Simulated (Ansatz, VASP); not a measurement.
## Two plane-wave programs on AlRu

Contents of POSCAR:

```
AlRu
1.0
    2.8903184697      0.0000000000      0.0000000000
    0.0000000000      2.8903184697      0.0000000000
    0.0000000000      0.0000000000      2.8903184697
Al Ru
1 1
Direct
    0.0000000000      0.0000000000      0.0000000000
    0.5000000000      0.5000000000      0.5000000000
```

The input INCAR.step1:

```
PREC     = Accurate       # precision mode
ENCUT    = 520            # plane-wave cutoff, eV
ISMEAR   = 0              # smearing method
SIGMA    = 0.1            # smearing width, eV
LREAL    = F              # projectors in reciprocal space
LASPH    = T              # aspherical terms in the spheres
NELM     = 100            # most SCF steps
NBANDS   = 16             # bands
GGA      = PE             # functional
ALGO     = Normal         # electronic algorithm
EDIFF    = 1E-4           # SCF threshold, eV
LWAVE    = T              # write WAVECAR
LCHARG   = F              # write CHGCAR
```

Contents of INCAR.step2:

```
PREC     = Accurate       # precision mode
ENCUT    = 520            # plane-wave cutoff, eV
EDIFF    = 1E-6           # SCF threshold, eV
ISMEAR   = 0              # smearing method
SIGMA    = 0.1            # smearing width, eV
LREAL    = F              # projectors in reciprocal space
LASPH    = T              # aspherical terms in the spheres
NELM     = 100            # most SCF steps
ALGO     = Normal         # electronic algorithm
ISIF     = 2              # what is computed and relaxed
LWAVE    = F              # write WAVECAR
LCHARG   = F              # write CHGCAR
METAGGA  = R2SCAN         # meta-GGA
LMIXTAU  = T            
NBANDS   = 16             # bands
ISTART   = 1
```

KPOINTS

```
regular mesh
0
Gamma
  14 14 14
```

Input for Ansatz:

```yaml
crystal:
  lattice:
    - [2.8903184697, 0.0, 0.0]
    - [0.0, 2.8903184697, 0.0]
    - [0.0, 0.0, 2.8903184697]
  atoms:
    - { symbol: Al, position: [0.0, 0.0, 0.0] }
    - { symbol: Ru, position: [0.5, 0.5, 0.5] }
basis:
  ecutwfc: 500
kpoints:
  mp_grid: { grid: [14, 14, 14] }
hamiltonian:
  xc: r2scan
scf:
  occupations: { method: gaussian, width: 0.1 }
output:
  forces: true
  stress: true
  eigenvalues: true
```

Alike in both runs: task single point; functional r2SCAN; k mesh 14 × 14 × 14; occupations gaussian, width 0.1 eV; no spin polarisation.

```csv
,VASP,Ansatz
version,VASP 6.6.1,Ansatz 0.2.0
potentials or method,"VASP PAW PBE potentials, release 64 (Al, Ru_pv), cutoff 520 eV","scalar-relativistic, plane waves, PAW"
valence electrons in the cell,17,19
```

VASP gave:

- gap on the k mesh at the Fermi level (eV): none
- pressure (GPa): 25.9

Problem. Which values does Ansatz return?

Solution. gap on the k mesh at the Fermi level (eV): none; pressure (GPa): 25.5.

VASP's potentials were made for PBE, not for r2SCAN. A gap of «none» marks a metal or a gap that the smearing closes. With one functional, cell and mesh, what is left measures potentials, basis and numerics. VASP's potentials hold 17 valence electrons a cell and Ansatz's 19, so a difference there can come from the potentials and not from the codes.
